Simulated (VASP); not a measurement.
# RbHoBr4 (P4/mmm) in VASP: notebook

RbHoBr4 is run at these levels: PBE; tasks: relaxation of shape and atoms at fixed volume.

Everything below comes from runs of VASP 6.6.1. Logs are shortened: lines on timing, memory, paths and dates and some standing lists are left out, and cuts for length are marked.

### Step 1. The cell of the first run

The structure is tetragonal, space group P4/mmm (No. 123). Conventional cell: a = 5.314 Å, b = 5.314 Å, c = 8.646 Å, α = 90.00°, β = 90.00°, γ = 90.00°. Rb (site symmetry 4/mmm) has 16 Br at 4.09 to 5.07 Å and 4 Rb at 5.31 Å within 5.4 Å. Ho (site symmetry 4/mmm) has 6 Br at 2.66 to 2.70 Å within 3.5 Å. Within 3.6 Å of Br (site symmetry 4mm) lie 1 Ho at 2.70 Å and 1 Br at 3.25 Å. Br (site symmetry mmm) has 2 Ho at 2.66 Å within 3.5 Å.

### Step 2. Relaxation of shape and atoms at fixed volume, PBE (40.68 Å³/atom)

File INCAR:

```
  PREC = Accurate
  ENCUT = 500
  EDIFF = 1E-7
  ISMEAR = 0
  SIGMA = 0.02
  LREAL = False
  LASPH = True
  NELM = 200
  ALGO = Normal
  ISIF = 4
  LWAVE = False
  LCHARG = False
  GGA = PE
  IBRION = 2
  NSW = 50
  EDIFFG = -0.01
  GGA_COMPAT = False
  NELMIN = 4
  LMAXMIX = 6
```

File KPOINTS:

```
Automatic mesh
0
Gamma
  4 4 4
```

File POSCAR:

```
RbHoBr4
1.0
    5.3135791291      0.0000000000      0.0000000000
    0.0000000000      5.3135791291      0.0000000000
    0.0000000000      0.0000000000      8.6456025597
Rb Ho Br
1 1 4
Direct
    0.0000000000      0.0000000000      0.0000000000
    0.5000000000      0.5000000000      0.5000000000
    0.5000000000      0.5000000000      0.8118546403
    0.5000000000      0.5000000000      0.1881453597
    0.5000000000      0.0000000000      0.5000000000
    0.0000000000      0.5000000000      0.5000000000
```

Potentials or basis: VASP PAW PBE potentials, release 64 (Rb_sv, Ho_3, Br), 4f in core.

Command:

```sh
$ cat potpaw_PBE.64/Rb_sv/POTCAR potpaw_PBE.64/Ho_3/POTCAR potpaw_PBE.64/Br/POTCAR > POTCAR
$ mpirun -np 1 vasp_std > vasp.out
```

OUTCAR:

```text
PREC = Accurate
   ENCUT = 500
   EDIFF = 1E-7
   ISMEAR = 0
   LREAL = False
   LASPH = True
   NELM = 200
   ISIF = 4
   GGA = PE
   IBRION = 2
   NSW = 50
   EDIFFG = -0.01
   NELMIN = 4

 ion  position               nearest neighbor table
   1  0.000  0.000  0.000-   3 4.09   4 4.09   3 4.09   4 4.09   3 4.09   4 4.09   3 4.09   4 4.09

   2  0.500  0.500  0.500-   5 2.66   6 2.66   5 2.66   6 2.66   3 2.70   4 2.70
   3  0.500  0.500  0.812-   2 2.70   1 4.09   1 4.09   1 4.09   1 4.09
   4  0.500  0.500  0.188-   2 2.70   1 4.09   1 4.09   1 4.09   1 4.09
   5  0.500  0.000  0.500-   2 2.66   2 2.66
   6  0.000  0.500  0.500-   2 2.66   2 2.66

  LATTYP: Found a simple tetragonal cell.
 ALAT       =     5.3135791291
 C/A-ratio  =     1.6270770322

  Lattice vectors:

 A1 = (   5.3135791291,   0.0000000000,   0.0000000000)
 A2 = (   0.0000000000,   5.3135791291,   0.0000000000)
 A3 = (   0.0000000000,   0.0000000000,   8.6456025597)

Analysis of symmetry for initial positions (statically):
=====================================================================
 Subroutine PRICEL returns:
 Original cell was already a primitive cell.

 Routine SETGRP: Setting up the symmetry group for a
 simple tetragonal supercell.

 Subroutine GETGRP returns: Found 16 space group operations
 (whereof 16 operations were pure point group operations)
 out of a pool of 16 trial point group operations.

The static configuration has the point symmetry D_4h.

Analysis of symmetry for dynamics (positions and initial velocities):
=====================================================================
 Subroutine PRICEL returns:
 Original cell was already a primitive cell.

 Routine SETGRP: Setting up the symmetry group for a
 simple tetragonal supercell.

 Subroutine GETGRP returns: Found 16 space group operations
 (whereof 16 operations were pure point group operations)
 out of a pool of 16 trial point group operations.

The dynamic configuration has the point symmetry D_4h.

 Subroutine INISYM returns: Found 16 space group operations
 (whereof 16 operations are pure point group operations),
 and found     1 'primitive' translations

----------------------------------------------------------------------------------------

                                     Primitive cell

  volume of cell :     244.1010

  direct lattice vectors                    reciprocal lattice vectors
     5.313579129  0.000000000  0.000000000     0.188197066  0.000000000  0.000000000
     0.000000000  5.313579129  0.000000000     0.000000000  0.188197066  0.000000000
     0.000000000  0.000000000  8.645602560     0.000000000  0.000000000  0.115665738

  length of vectors
     5.313579129  5.313579129  8.645602560     0.188197066  0.188197066  0.115665738

  position of ions in fractional coordinates (direct lattice)
     0.000000000  0.000000000  0.000000000
     0.500000000  0.500000000  0.500000000
     0.500000000  0.500000000  0.811854640
     0.500000000  0.500000000  0.188145360
     0.500000000  0.000000000  0.500000000
     0.000000000  0.500000000  0.500000000

  ion indices of the primitive-cell ions
   primitive index   ion index
                 1           1
                 2           2
                 3           3
                 4           4
                 5           5
                 6           6

----------------------------------------------------------------------------------------

 KPOINTS: Automatic mesh

Automatic generation of k-mesh.
 Grid dimensions read from file:
 generate k-points for:    4    4    4

 Generating k-lattice:

  Cartesian coordinates                     Fractional coordinates (reciprocal lattice)
     0.047049266  0.000000000  0.000000000     0.250000000  0.000000000  0.000000000
     0.000000000  0.047049266  0.000000000     0.000000000  0.250000000  0.000000000
     0.000000000  0.000000000  0.028916434     0.000000000  0.000000000  0.250000000

  Length of vectors
     0.047049266  0.047049266  0.028916434

  Shift w.r.t. Gamma in fractional coordinates (k-lattice)
     0.000000000  0.000000000  0.000000000

 Subroutine IBZKPT returns following result:
 ===========================================

 Found     18 irreducible k-points:

 Following reciprocal coordinates:
            Coordinates               Weight
  0.000000  0.000000  0.000000      1.000000
  0.250000  0.000000  0.000000      4.000000
  0.500000  0.000000  0.000000      2.000000
  0.250000  0.250000  0.000000      4.000000
  0.500000  0.250000  0.000000      4.000000
  0.500000  0.500000  0.000000      1.000000
[... 10 lines left out ...]
  0.500000  0.250000  0.500000      4.000000
  0.500000  0.500000  0.500000      1.000000
   k-points           NKPTS =     18   k-points in BZ     NKDIM =     18   number of bands    NBANDS=     27
   number of dos      NEDOS =    301   number of ions     NIONS =      6
   total plane-waves  NPLWV = 102400
   dimension x,y,z NGX =    40 NGY =   40 NGZ =   64
   dimension x,y,z NGXF=    80 NGYF=   80 NGZF=  128
   ions per type =               1   1   4
   NGX,Y,Z   is equivalent  to a cutoff of  12.51, 12.51, 12.31 a.u.
   NGXF,Y,Z  is equivalent  to a cutoff of  25.03, 25.03, 24.61 a.u.
 SYSTEM =  unknown system
   PREC   = accura    normal or accurate (medium, high low for compatibility)
   ISTART =      0    job   : 0-new  1-cont  2-samecut
   ICHARG =      2    charge: 1-file 2-atom 10-const
   ISPIN  =      1    spin polarized calculation?
   LNONCOLLINEAR =      F non collinear calculations
   LSORBIT =      F    spin-orbit coupling
   LASPH  =      T    aspherical Exc in radial PAW
   ENCUT  =  500.0 eV  36.75 Ry    6.06 a.u.   9.69  9.69 15.76*2*pi/ulx,y,z
   NELM   =    200;   NELMIN=  4; NELMDL= -5     # of ELM steps
   EDIFF  = 0.1E-06   stopping-criterion for ELM
   LREAL  =      F    real-space projection
   EDIFFG = -.1E-01   stopping-criterion for IOM
   NSW    =     50    number of steps for IOM
   IBRION =      2    ionic relax: 0-MD 1-quasi-New 2-CG
   NFREE  =      1    steps in history (QN), initial steepest desc. (CG)
   ISIF   =      4    stress and relaxation
   ISYM   =      2    0-nonsym 1-usesym 2-fastsym
   POTIM  = 0.5000    time-step for ionic-motion
   TEBEG  =    0.0;   TEEND  =   0.0 temperature during run
   PSTRESS=    0.0 pullay stress
   NELECT =      46.0000    total number of electrons
   NUPDOWN=      -1.0000    fix difference up-down
   EMIN   =  10.00;   EMAX   =-10.00  energy-range for DOS
   EFERMI =   0.00;   METHOD = LEGACY
   ISMEAR =     0;   SIGMA  =   0.02  broadening in eV -4-tet -1-fermi 0-gaus
   EFERMI_NEDOS =   21; number of points for ismear=-14 and -15
   IALGO  =     38    algorithm
   IMIX   =      4    mixing-type and parameters
     AMIX     =   0.40;   BMIX     =  1.00
     AMIX_MAG =   1.60;   BMIX_MAG =  1.00
  volume/ion in A,a.u.               =      40.68       274.55
  Fermi-wavevector in a.u.,A,eV,Ry     =   0.938579  1.773657 11.985792  0.880931
  Thomas-Fermi vector in A             =   2.065805
   LORBIT       =      0    0 simple, 1 ext, 2 COOP (PROOUT), +10 PAW based schemes
   GGA     = PE    functional components
   LHFCALC =     F    Hartree Fock is set to
   AEXX    =    0.0000 exact exchange contribution
   IVDW    =     0    specifies the selected vdW correction
   LEPSILON=     F    determine dielectric tensor
   LRPA    =     F    only Hartree local field effects (RPA)
 conjugate gradient relaxation of ions
 non-spin polarized calculation
 Gauss-broadening in eV      SIGMA  =   0.02
  energy-cutoff  :      500.00
  volume of cell :      244.10
 maximum number of plane-waves:      6236
 NGX is ok and might be reduce to    40
   NGX = 19   NGY = 19   NGZ = 31

--------------------------------------- Ionic step        1  -------------------------------------------

 number of electron      45.9999988 magnetization

 Free energy of the ion-electron system (eV)
  ---------------------------------------------------
  ext. energy  EPLUGINS =         0.00000000
  ---------------------------------------------------
  free energy    TOTEN  =       -22.33145728 eV

  energy without entropy =      -22.33145728  energy(sigma->0) =      -22.33145728

------------------------ aborting loop because EDIFF is reached ----------------------------------------

  FORCE on cell =-STRESS in cart. coord.  units (eV):
  Direction    XX          YY          ZZ          XY          YZ          ZX
  --------------------------------------------------------------------------------------
  -------------------------------------------------------------------------------------
  Total        4.6447180      4.6447180      4.8933770      0.0000000      0.0000000      0.0000000
  in kB       30.4859939     30.4859939     32.1180879      0.0000000      0.0000000      0.0000000
  external PRESSURE =      31.0300252 kB  Pullay stress =       0.0000000 kB
[... 145 lines left out ...]
  energy  without entropy=      -22.3354320197  energy(sigma->0) =      -22.33543202

--------------------------------------- Ionic step        5  -------------------------------------------

 number of electron      45.9999988 magnetization

 Free energy of the ion-electron system (eV)
  ---------------------------------------------------
  ext. energy  EPLUGINS =         0.00000000
  ---------------------------------------------------
  free energy    TOTEN  =       -22.33552668 eV

  energy without entropy =      -22.33552668  energy(sigma->0) =      -22.33552668

 E-fermi :  -0.5972     XC(G=0):  -7.1067

 val. band max:       -0.7291993923   @ k =   0.0000   0.0000   0.0000
 cond. band min:       2.0338852999   @ k =   0.0000   0.0000   0.0000
 fundamental gap:      2.7630846922
 Fermi energy:        -0.5972131793

 k-point     1 :       0.0000    0.0000    0.0000
  band No.  band energies     occupation
      1     -27.0617      2.00000
      2     -23.8129      2.00000
      3     -23.8129      2.00000
      4     -23.6217      2.00000
      5     -15.0689      2.00000
      6     -14.6979      2.00000
[... 562 lines left out ...]
  FREE ENERGIE OF THE ION-ELECTRON SYSTEM (eV)
  ---------------------------------------------------
  free  energy   TOTEN  =       -22.3355266794 eV

  energy  without entropy=      -22.3355266794  energy(sigma->0) =      -22.33552668

 reached required accuracy - stopping structural energy minimisation
```

It took 3.4 min on 1 thread of AMD EPYC 9R45 (Zen 5), shared host; peak memory 0.36 GiB.

What came out:

- Free energy: -22.3355 eV
- Energy gained by relaxing: 0.7 meV/atom
- Ionic steps: 5
- Pressure after relaxing: 3.0 GPa
- Largest force after relaxing: 0.004 eV/Å
- Band gap on the k mesh: 2.76 eV

Forces in eV/Å, atoms in the order of the input:
```
Rb   0.000  0.000  0.000
Ho   0.000  0.000  0.000
Br   0.000  0.000 -0.004
Br   0.000  0.000  0.004
Br   0.000  0.000  0.000
Br   0.000  0.000  0.000
```

The path:
| step | energy change (eV) | largest force (eV/Å) | pressure (GPa) | volume (Å³) |
| --- | --- | --- | --- | --- |
| 1 | 0.0000 | 0.2130 | 3.10 | 244.10 |
| 2 | -0.0030 | 0.0792 | 3.02 | 244.10 |
| 3 | -0.0033 | 0.0252 | 2.98 | 244.10 |
| 4 | -0.0040 | 0.0062 | 2.96 | 244.10 |
| 5 | -0.0041 | 0.0035 | 2.95 | 244.10 |

Final structure:
```
Rb Ho Br
1.0
     5.31715    0.00000    0.00000
     0.00000    5.31715    0.00000
     0.00000    0.00000    8.63400
Rb Ho Br
1 1 4
Direct
  0.00000 0.00000 0.00000
  0.50000 0.50000 0.50000
  0.50000 0.50000 0.81419
  0.50000 0.50000 0.18581
  0.50000 0.00000 0.50000
  0.00000 0.50000 0.50000
```

Caveat: spin-orbit coupling is left out, which moves the levels of the heavy elements; the 4f electrons are frozen in the core, so they carry no moment and show no levels. Spin polarisation is off, so any magnetic state and its effect on volume and gap are missing.

### Step 3. Relaxation of shape and atoms at fixed volume, PBE (42.07 Å³/atom)

This run uses another cell than the first one, of 42.07 Å³/atom.

INCAR is that of step 2.

KPOINTS is that of step 2.

File POSCAR:

```
RbHoBr4
1.0
    5.3693040258      0.0000000000      0.0000000000
    0.0000000000      5.3693040258      0.0000000000
    0.0000000000      0.0000000000      8.7557287876
Rb Ho Br
1 1 4
Direct
    0.0000000000      0.0000000000      0.0000000000
    0.5000000000      0.5000000000      0.5000000000
    0.5000000000      0.5000000000      0.8095029572
    0.5000000000      0.5000000000      0.1904970428
    0.5000000000      0.0000000000      0.5000000000
    0.0000000000      0.5000000000      0.5000000000
```

Potentials or basis: VASP PAW PBE potentials, release 64 (Rb_sv, Ho_3, Br), 4f in core.

Command:

```sh
$ cat potpaw_PBE.64/Rb_sv/POTCAR potpaw_PBE.64/Ho_3/POTCAR potpaw_PBE.64/Br/POTCAR > POTCAR
$ mpirun -np 1 vasp_std > vasp.out
```

It took 4 min on 1 thread of AMD EPYC 9R45 (Zen 5), shared host; peak memory 0.36 GiB.

It converged, with:

* Free energy: -22.4635 eV
* Energy gained by relaxing: 0.7 meV/atom
* Ionic steps: 5
* Pressure after relaxing: 2.0 GPa
* Largest force after relaxing: 0.006 eV/Å
* Band gap on the k mesh: 2.89 eV

Forces on the atoms (eV/Å):
```
Rb   0.000  0.000  0.000
Ho   0.000  0.000  0.000
Br   0.000  0.000 -0.006
Br   0.000  0.000  0.006
Br   0.000  0.000  0.000
Br   0.000  0.000  0.000
```

Step by step:
```csv
step,energy change (eV),largest force (eV/Å),pressure (GPa),volume (Å³)
1,0.0000,0.2085,2.15,252.42
2,-0.0030,0.0869,2.06,252.42
3,-0.0033,0.0293,2.03,252.42
4,-0.0042,0.0110,2.00,252.42
5,-0.0044,0.0056,1.99,252.42
```

Final structure:
```
CELL_PARAMETERS angstrom
5.37412 0.00000 0.00000
0.00000 5.37412 0.00000
0.00000 0.00000 8.74004
ATOMIC_POSITIONS crystal
Rb 0.00000 0.00000 0.00000
Ho 0.50000 0.50000 0.50000
Br 0.50000 0.50000 0.81210
Br 0.50000 0.50000 0.18790
Br 0.50000 0.00000 0.50000
Br 0.00000 0.50000 0.50000
```

Levels at points of the mesh, in eV from the valence-band top:
```tsv
k point	band 19	band 20	band 21	band 22	band 23	band 24	band 25	band 26	band 27
(0.00, 0.00, 0.00)	-1.03	-1.03	-0.94	-0.94	0.00	2.89	3.50	3.91	3.91
(0.50, 0.00, 0.00)	-1.32	-1.00	-0.97	-0.38	-0.12	3.96	4.58	4.93	5.22
(0.50, 0.50, 0.00)	-1.31	-0.54	-0.38	-0.38	-0.31	5.21	5.21	5.33	5.62
(0.00, 0.00, 0.50)	-1.32	-1.14	-1.14	-0.63	-0.63	2.89	3.71	3.71	4.07
(0.50, 0.00, 0.50)	-1.33	-1.32	-0.90	-0.76	-0.60	3.73	4.57	4.65	4.93
(0.50, 0.50, 0.50)	-0.97	-0.97	-0.69	-0.69	-0.54	4.84	4.99	4.99	5.62
```

Caveat: spin-orbit coupling is left out, which moves the levels of the heavy elements; the 4f electrons are frozen in the core, so they carry no moment and show no levels.

### Step 4. Relaxation of shape and atoms at fixed volume, PBE (43.46 Å³/atom)

This run uses another cell than the first one, of 43.46 Å³/atom.

File INCAR:

```
  ALGO = Normal
  EDIFF = 1E-7
  EDIFFG = -0.01
  ENCUT = 500
  GGA = PE
  GGA_COMPAT = False
  IBRION = 2
  ISIF = 4
  ISMEAR = 0
  LASPH = True
  LCHARG = False
  LMAXMIX = 6
  LREAL = False
  LWAVE = False
  NELM = 200
  NELMIN = 4
  NSW = 50
  PREC = Accurate
  SIGMA = 0.02
```

File KPOINTS:

```
k-points
0
Gamma
  4 4 4
```

File POSCAR:

```
RbHoBr4
1.0
    5.4227912658      0.0000000000      0.0000000000
    0.0000000000      5.4227912658      0.0000000000
    0.0000000000      0.0000000000      8.8668421590
Rb Ho Br
1 1 4
Direct
    0.0000000000      0.0000000000      0.0000000000
    0.5000000000      0.5000000000      0.5000000000
    0.5000000000      0.5000000000      0.8069621969
    0.5000000000      0.5000000000      0.1930378031
    0.5000000000      0.0000000000      0.5000000000
    0.0000000000      0.5000000000      0.5000000000
```

Command:

```sh
$ cat potpaw_PBE.64/Rb_sv/POTCAR potpaw_PBE.64/Ho_3/POTCAR potpaw_PBE.64/Br/POTCAR > POTCAR
$ mpirun -np 1 vasp_std > vasp.out
```

Wall time 3.6 min (1 thread of AMD EPYC 9R45 (Zen 5), shared host); peak memory 0.38 GiB.

Results (log left out):

| Quantity | Value |
| --- | --- |
| Free energy | -22.5458 eV |
| Energy gained by relaxing | 0.8 meV/atom |
| Ionic steps | 5 |
| Pressure after relaxing | 1.2 GPa |
| Largest force after relaxing | 0.006 eV/Å |
| Band gap on the k mesh | 3.01 eV |

Forces in eV/Å, atoms in the order of the input:
```
Rb   0.000  0.000  0.000
Ho   0.000  0.000  0.000
Br   0.000  0.000 -0.006
Br   0.000  0.000  0.006
Br   0.000  0.000  0.000
Br   0.000  0.000  0.000
```

The path:
```csv
step,energy change (eV),largest force (eV/Å),pressure (GPa),volume (Å³)
1,0.0000,0.2020,1.36,260.74
2,-0.0030,0.0897,1.28,260.74
3,-0.0033,0.0343,1.24,260.74
4,-0.0042,0.0174,1.22,260.74
5,-0.0045,0.0059,1.19,260.74
```

Final structure:
```
Rb Ho Br
1.0
     5.42833    0.00000    0.00000
     0.00000    5.42833    0.00000
     0.00000    0.00000    8.84875
Rb Ho Br
1 1 4
Direct
  0.00000 0.00000 0.00000
  0.50000 0.50000 0.50000
  0.50000 0.50000 0.80976
  0.50000 0.50000 0.19024
  0.50000 0.00000 0.50000
  0.00000 0.50000 0.50000
```

Levels at points of the mesh, in eV from the valence-band top:
| k point | band 21 | band 22 | band 23 | band 24 | band 25 | band 26 |
| --- | --- | --- | --- | --- | --- | --- |
| (0.00, 0.00, 0.00) | -0.81 | -0.81 | 0.00 | 3.01 | 3.55 | 3.98 |
| (0.50, 0.00, 0.00) | -0.84 | -0.29 | -0.11 | 4.02 | 4.59 | 4.88 |
| (0.50, 0.50, 0.00) | -0.31 | -0.29 | -0.29 | 5.21 | 5.21 | 5.37 |
| (0.00, 0.00, 0.50) | -1.03 | -0.54 | -0.54 | 3.01 | 3.80 | 3.80 |
| (0.50, 0.00, 0.50) | -0.79 | -0.62 | -0.51 | 3.82 | 4.59 | 4.67 |
| (0.50, 0.50, 0.50) | -0.56 | -0.56 | -0.44 | 4.93 | 5.00 | 5.00 |

Caveat: spin-orbit coupling is left out, which moves the levels of the heavy elements; the 4f electrons are frozen in the core, so they carry no moment and show no levels.

### Step 5. The runs side by side

```tsv
cell	gap on the mesh (eV)	pressure (GPa)	largest force (eV/Å)
relaxed from a = 5.314, b = 5.314, c = 8.646 Å, 6 atoms, atomic positions A	2.76	3.0	-
relaxed from a = 5.369, b = 5.369, c = 8.756 Å, 6 atoms, atomic positions B	2.89	2.0	0.01
relaxed from a = 5.423, b = 5.423, c = 8.867 Å, 6 atoms, atomic positions C	3.01	1.2	0.01
```

Alike in all rows: task relaxation of shape and atoms at fixed volume; level PBE; potentials or basis VASP PAW PBE potentials, release 64 (Rb_sv, Ho_3, Br), 4f in core; no spin polarisation; k mesh 4 × 4 × 4; cutoff (eV) 500; smearing gaussian 0.02 eV.

Caveats: spin-orbit coupling is left out, which moves the levels of the heavy elements; the 4f electrons are frozen in the core, so they carry no moment and show no levels.

Absolute energies hang on the potentials; compare differences alone.
